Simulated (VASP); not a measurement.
YS: electric field gradients with LDA

The system is YS.

```
Y S
1.0
     0.00000    2.74365    2.79852
     2.74365    0.00000    2.79852
     2.74365    2.74365    0.00000
Y S
1 1
Direct
  0.50000 0.50000 0.50000
  0.00000 0.00000 0.00000
```

This cell differs from its parent crystal: zz strain of +2 %.

- Program: VASP 6.6.1
- Task: electric field gradients
- Functional: LDA
- Potentials or basis: VASP PAW LDA potentials, release 64 (Y_sv, S)
- Cutoff: 520 eV
- k mesh: 8 × 8 × 8
- Occupations: fermi-dirac, width 0.01 eV
- Spin: no spin polarisation
- Dipole correction: no
- Further INCAR settings: ALGO = Normal; EDIFF = 1e-08; NBANDS = 16

```
Pressure                                : -5.4 GPa
Band gap on the k mesh                  : zero (an odd number of electrons rules out a gap without spin polarisation)
Largest electric field gradient by atom : Y +20.5; S +8.6 V/Å²
```

Stress tensor (GPa, compression positive):
```
-4.19  0.00  0.00
 0.00 -4.19  0.00
 0.00  0.00 -7.95
```

Levels at points of the mesh, in eV from the Fermi level:
| k point | band 5 | band 6 | band 7 | band 8 | band 9 | band 10 | band 11 | band 12 | band 13 | band 14 |
| --- | --- | --- | --- | --- | --- | --- | --- | --- | --- | --- |
| (0.00, 0.00, 0.00) | -14.94 | -3.38 | -3.33 | -3.33 | -0.31 | -0.13 | -0.13 | 0.51 | 0.68 | 1.21 |
| (0.50, 0.00, 0.00) | -13.67 | -7.02 | -5.17 | -5.17 | 2.03 | 2.60 | 2.65 | 2.74 | 5.81 | 5.99 |
| (0.50, 0.50, 0.00) | -14.32 | -5.52 | -4.00 | -4.00 | -2.28 | 1.81 | 3.06 | 3.70 | 3.70 | 3.88 |
| (0.50, 0.00, 0.50) | -14.31 | -5.40 | -4.08 | -4.06 | -2.29 | 1.86 | 3.03 | 3.60 | 3.77 | 3.95 |

Electric field gradients, principal values (V/Å²):
```tsv
atom	least	middle	greatest (by size)
1 Y	-10.245	-10.246	20.491
2 S	-4.308	-4.309	8.617
```

It took 67 s on 1 thread of Intel(R) Xeon(R) Platinum 8259CL CPU @ 2.50GHz (Skylake/Cascade Lake), with other jobs on the host, peak memory 0.19 GiB.

Caveat: the cell differs from its parent crystal (zz strain of +2 %); the cell stands under tension; without QUAD_EFG the Cq values of the log hold for a quadrupole moment of 1 mb, not for the nuclei.
